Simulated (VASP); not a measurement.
A run of VASP 6.6.1 is set up as follows.

INCAR

```
SYSTEM = ZnS
ALGO     = Normal         ! electronic algorithm
EDIFF    = 1E-6           ! SCF threshold, eV
ENCUT    = 520            ! plane-wave cutoff, eV
GGA      = RP             ! functional
ISIF     = 2              ! what is computed and relaxed
ISMEAR   = -1             ! smearing method
LASPH    = .TRUE.         ! aspherical terms in the spheres
LCHARG   = .TRUE.         ! write CHGCAR
LELF     = .TRUE.         ! ELF
LREAL    = .FALSE.        ! projectors in reciprocal space
LVHAR    = .TRUE.       
LWAVE    = .FALSE.        ! write WAVECAR
NBANDS   = 46             ! bands
NELM     = 80             ! most SCF steps
PREC     = Accurate       ! precision mode
SIGMA    = 0.05           ! smearing width, eV
```

Contents of KPOINTS:

```
k-points
0
G
  8 8 3
  0 0 0
```

File POSCAR:

```
ZnS
1.0
    3.7710355586      0.0000000000      0.0000000000
   -1.8855177793      3.2658125923      0.0000000000
    0.0000000000      0.0000000000     12.3507900682
Zn S
4 4
Direct
    0.6666666667      0.3333333333      0.7500000000
    0.3333333333      0.6666666667      0.2500000000
    0.0000000000      0.0000000000      0.5000000000
    0.0000000000      0.0000000000      0.0000000000
    0.6666666667      0.3333333333      0.9375000000
    0.3333333333      0.6666666667      0.4375000000
    0.0000000000      0.0000000000      0.6875000000
    0.0000000000      0.0000000000      0.1875000000
```

Potentials or basis: VASP PAW PBE potentials, release 64 (Zn, S).

Run with:

```console
$ cat potpaw_PBE.64/Zn/POTCAR potpaw_PBE.64/S/POTCAR > POTCAR
$ mpirun -np 1 vasp_std > vasp.out
```

Q: Predict the band gap on the k mesh.

A: 2.48 eV.

Q: Predict the pressure.

A: 7.5 GPa.

Q: Predict the largest force.

A: 0.054 eV/Å.

Forces in eV/Å, atoms in the order of the input:
```
Zn   0.000  0.000  0.014
Zn   0.000  0.000  0.014
Zn   0.000  0.000  0.033
Zn   0.000  0.000  0.033
S    0.000  0.000  0.007
S    0.000  0.000  0.007
S    0.000  0.000 -0.054
S    0.000  0.000 -0.054
```

Caveat: the cell stands under pressure; the PAW data sets were made with another functional, which shifts forces and pressure a little; an odd mesh through Γ misses points on the zone boundary, where band edges can lie.
